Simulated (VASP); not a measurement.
Input of a VASP 6.6.1 run:

File INCAR:

```
SYSTEM = LiSi2B3
PREC     = Accurate       ! precision mode
ENCUT    = 750            ! plane-wave cutoff, eV
EDIFF    = 1E-6           ! SCF threshold, eV
ISMEAR   = 0              ! smearing method
SIGMA    = 0.1            ! smearing width, eV
LREAL    = .False.        ! projectors in reciprocal space
LASPH    = .True.         ! aspherical terms in the spheres
NELM     = 120            ! most SCF steps
ALGO     = Normal         ! electronic algorithm
ISIF     = 2              ! what is computed and relaxed
LWAVE    = .False.        ! write WAVECAR
LCHARG   = .True.         ! write CHGCAR
GGA      = PE             ! functional
LELF     = .True.         ! ELF
LVHAR    = .True.       
NBANDS   = 19             ! bands
GGA_COMPAT= .False.
```

The input KPOINTS:

```
Automatic mesh
0
Gamma
  6 6 4
  0 0 0
```

POSCAR

```
LiSi2B3
1.0
    3.4505023500      0.0000000000      0.0000000000
   -1.7252511700      2.9882226900      0.0000000000
    0.0000000000      0.0000000000      6.0919979200
Li Si B
1 2 3
Direct
    0.0000000000      0.0000000000      0.5000000000
    0.3333333300      0.6666666700      0.5000000000
    0.6666666700      0.3333333300      0.5000000000
    0.0000000000      0.0000000000      0.7432735700
    0.0000000000      0.0000000000      0.2567264300
    0.0000000000      0.0000000000      0.0000000000
```

Potentials or basis: VASP PAW PBE potentials, release 64 (Li_sv, Si, B).

Run with:

```console
$ cat potpaw_PBE.64/Li_sv/POTCAR potpaw_PBE.64/Si/POTCAR potpaw_PBE.64/B/POTCAR > POTCAR
$ mpirun -np 1 vasp_std > vasp.out
```

(1) Predict the pressure.

(2) Estimate the largest force.

(3) Estimate the band gap on the k mesh.

Answers

(1) 60.6 GPa.

(2) 4.844 eV/Å.

(3) zero (bands 10 and 11 overlap by 2.71 eV).

Caveat: atoms lie so close that the PAW spheres overlap strongly, which falsifies energies and pressures; the cell stands under pressure; forces of over 1 eV/Å act on the atoms, so gaps and moduli don't describe the material at rest.
